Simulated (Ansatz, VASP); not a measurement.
Two plane-wave programs on SiC

File INCAR:

```
PREC     = Accurate       # precision mode
ENCUT    = 520            # plane-wave cutoff, eV
EDIFF    = 1E-7           # SCF threshold, eV
ISMEAR   = 0              # smearing method
SIGMA    = 0.05           # smearing width, eV
LREAL    = False          # projectors in reciprocal space
LASPH    = True           # aspherical terms in the spheres
NELM     = 60             # most SCF steps
ALGO     = Normal         # electronic algorithm
ISIF     = 2              # what is computed and relaxed
LWAVE    = False          # write WAVECAR
LCHARG   = True           # write CHGCAR
GGA      = PS             # functional
LELF     = True           # ELF
LVHAR    = True         
NBANDS   = 11             # bands
```

The input KPOINTS:

```
regular mesh
0
Gamma
  18 18 18
```

Contents of POSCAR:

```
SiC
1.0
    0.0000000000      2.0160391274      2.0160391274
    2.0160391274      0.0000000000      2.0160391274
    2.0160391274      2.0160391274      0.0000000000
C Si
1 1
Direct
    0.0000000000      0.0000000000      0.0000000000
    0.5000000000      0.5000000000      0.5000000000
```

Input for Ansatz:

```yaml
crystal:
  lattice:
    - [0.0, 2.0160391274, 2.0160391274]
    - [2.0160391274, 0.0, 2.0160391274]
    - [2.0160391274, 2.0160391274, 0.0]
  atoms:
    - { symbol: C, position: [0.0, 0.0, 0.0] }
    - { symbol: Si, position: [0.5, 0.5, 0.5] }
basis:
  ecutwfc: 420
  ecutrho_ratio: 4
kpoints:
  mp_grid: { grid: [18, 18, 18] }
hamiltonian:
  xc: pbesol
scf:
  occupations: { method: gaussian, width: 0.05 }
output:
  forces: true
  stress: true
  eigenvalues: true
```

Alike in both runs: task single point; functional PBEsol; k mesh 18 × 18 × 18; occupations gaussian, width 0.05 eV; no spin polarisation.

```csv
,VASP,Ansatz
version,VASP 6.6.1,Ansatz 0.2.0
potentials or method,"VASP PAW PBE potentials, release 64 (C, Si), cutoff 520 eV","scalar-relativistic, plane waves, PAW"
valence electrons in the cell,8,8
```

Ansatz gave:

```
gap on the k mesh at the Fermi level (eV) : none
pressure (GPa)                            : 0.4
```

Task: What did VASP give for the same quantities?

Result: gap on the k mesh at the Fermi level (eV): none; pressure (GPa): 1.0.

VASP's potentials were made for PBE, not for PBEsol. A gap of «none» marks a metal or a gap that the smearing closes. With one functional, cell and mesh, what is left measures potentials, basis and numerics.
